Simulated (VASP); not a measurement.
Input of a VASP 6.6.1 run:

The input INCAR:

```
SYSTEM = CdBr3
PREC = Accurate ; ENCUT = 600
EDIFF = 1E-7 ; ISMEAR = 0
SIGMA = 0.1 ; LREAL = .False.
LASPH = .True. ; NELM = 100
ALGO = Normal ; ISIF = 3
LWAVE = .False. ; LCHARG = .False.
GGA = PE ; IBRION = 2
NSW = 90 ; EDIFFG = -0.04
```

Contents of KPOINTS:

```
Automatic mesh
0
Gamma
  6 6 2
  0 0 0
```

POSCAR

```
CdBr3
1.0
    3.4379982055      0.0000000000      0.0000000000
    0.0000000000      3.4379982055      0.0000000000
    0.0000000000      0.0000000000     11.1682098610
Cd Br
1 3
Direct
    0.0000000000      0.0000000000      0.0000000000
    0.5000000000      0.5000000000      0.8457673780
    0.0000000000      0.0000000000      0.5000000000
    0.5000000000      0.5000000000      0.1542326220
```

Potentials or basis: VASP PAW PBE potentials, release 64 (Cd, Br).

Launch:

```console
$ cat potpaw_PBE.64/Cd/POTCAR potpaw_PBE.64/Br/POTCAR > POTCAR
$ mpirun -np 1 vasp_std > vasp.out
```

Predict the band gap on the k mesh.

zero (an odd number of electrons rules out a gap without spin polarisation).

Predict the relaxed volume.

33.30 Å³/atom.

What does it give for the relaxed cell?

a = 3.451 Å, b = 3.451 Å, c = 11.184 Å, α = 90.00°, β = 90.00°, γ = 90.00°.

Step by step:
| step | energy change (eV) | largest force (eV/Å) | pressure (GPa) | volume (Å³) |
| --- | --- | --- | --- | --- |
| 1 | 0.0000 | 0.0439 | 0.31 | 132.01 |
| 2 | -0.0014 | 0.0091 | 0.00 | 133.21 |

Caveat: this functional lacks dispersion, which binds layers or chains, so the pressure and a relaxed spacing across them are unreliable; an odd number of electrons without spin polarisation forces a metal; a magnetic or distorted state may lie lower.
